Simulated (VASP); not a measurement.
Set up this calculation in VASP 6.6.1, as the native input.

- Task: relaxation of cell and atoms
- Functional: PBE
- Potentials or basis: VASP PAW PBE potentials, release 64 (Be, Si)
- Cutoff: 600 eV
- k mesh: 6 × 6 × 2
- Occupations: gaussian, width 0.1 eV
- Spin: no spin polarisation
- Dipole correction: no
- Further INCAR settings: ALGO = Normal; EDIFF = 1e-06; IBRION = 2; EDIFFG = -0.04; NSW = 90; ISIF = 3

The structure of BeSi lies in POSCAR:

```
BeSi
1.0
    2.4844569000      0.0000000000      0.0000000000
   -1.2422284500      2.1516027900      0.0000000000
    0.0000000000      0.0000000000      8.1142362200
Be Si
1 1
Direct
    0.0000000000      0.0000000000      0.0000000000
    0.0000000000      0.0000000000      0.5000000000
```

These files were run (other wordings do the same):

INCAR

```
ALGO = Normal
EDIFF = 1E-6
EDIFFG = -0.04
ENCUT = 600
GGA = PE
IBRION = 2
ISIF = 3
ISMEAR = 0
LASPH = True
LCHARG = False
LREAL = False
LWAVE = False
NELM = 60
NSW = 90
PREC = Accurate
SIGMA = 0.1
```

KPOINTS

```
k-points
0
Gamma
  6 6 2
```

Potentials or basis: VASP PAW PBE potentials, release 64 (Be, Si).

The run is started by

```bash
$ cat potpaw_PBE.64/Be/POTCAR potpaw_PBE.64/Si/POTCAR > POTCAR
$ mpirun -np 1 vasp_std > vasp.out
```

It gave:

The relaxed volume is 14.69 Å³/atom. The relaxed cell is a = 2.386 Å, b = 2.386 Å, c = 5.960 Å, α = 90.00°, β = 90.00°, γ = 120.00°. The space group after relaxing (to 0.05 Å) is P6/mmm (No. 191). The energy gained by relaxing is 171.3 meV/atom and the ionic steps are 14. The pressure after relaxing is 0.2 GPa. The band gap on the k mesh is zero (band 3 reaches 6.21 eV, above the bottom of band 4 at 4.77 eV).

Caveat: the k points lie up to 0.53 Å⁻¹ apart in the final cell; the volume moved by over 15 % at a fixed basis, so the end points are rough.

Run time: 24 s on 1 thread of Intel(R) Xeon(R) 6975P-C (Granite Rapids), on a shared host, peak memory 0.16 GiB.
